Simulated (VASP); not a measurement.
Here is a VASP 6.6.1 calculation.

The input INCAR:

```
PREC = Accurate
ENCUT = 520
EDIFF = 1E-6
ISMEAR = -1
SIGMA = 0.05
LREAL = F
LASPH = T
NELM = 80
ALGO = Normal
ISIF = 2
LWAVE = F
LCHARG = F
GGA = PE
NBANDS = 60
```

File KPOINTS:

```
Automatic mesh
0
Gamma
  5 5 5
```

Contents of POSCAR:

```
TiO2
1.0
   -4.3507577183      4.3507577183      1.8875555959
    4.3507577183     -4.3507577183      1.8875555959
    4.3507577183      4.3507577183     -1.8875555959
Ti O
4 8
Direct
    0.2922817050      0.9971447550      0.2894264600
    0.0028552450      0.2922817050      0.2951369500
    0.9971447550      0.7077182950      0.7048630500
    0.7077182950      0.0028552450      0.7105735400
    0.4988638250      0.8492152850      0.3480791100
    0.1616620200      0.1596026000      0.3212646200
    0.1507847150      0.4988638250      0.6496485400
    0.1596026000      0.8383379800      0.9979405800
    0.8403974000      0.1616620200      0.0020594200
    0.8492152850      0.5011361750      0.3503514600
    0.8383379800      0.8403974000      0.6787353800
    0.5011361750      0.1507847150      0.6519208900
```

Potentials or basis: VASP PAW PBE potentials, release 64 (Ti_sv, O).

Command:

```console
$ cat potpaw_PBE.64/Ti_sv/POTCAR potpaw_PBE.64/O/POTCAR > POTCAR
$ mpirun -np 1 vasp_std > vasp.out
```

**Question.** Predict the pressure.

**Answer.** 3.8 GPa.

**Question.** What does it give for the band gap on the k mesh?

**Answer.** 1.70 eV (least direct gap 2.31 eV).

Forces on the atoms (eV/Å):
```
Ti  -0.022 -0.111  0.000
Ti  -0.111  0.022  0.000
Ti   0.111 -0.022  0.000
Ti   0.022  0.111  0.000
O   -0.084  0.011  0.000
O    0.010 -0.044  0.000
O    0.011  0.084  0.000
O    0.044  0.010  0.000
O   -0.044 -0.010  0.000
O   -0.011 -0.084  0.000
O   -0.010  0.044  0.000
O    0.084 -0.011  0.000
```

Caveat: the cell stands under pressure. A k mesh can miss the band edges.
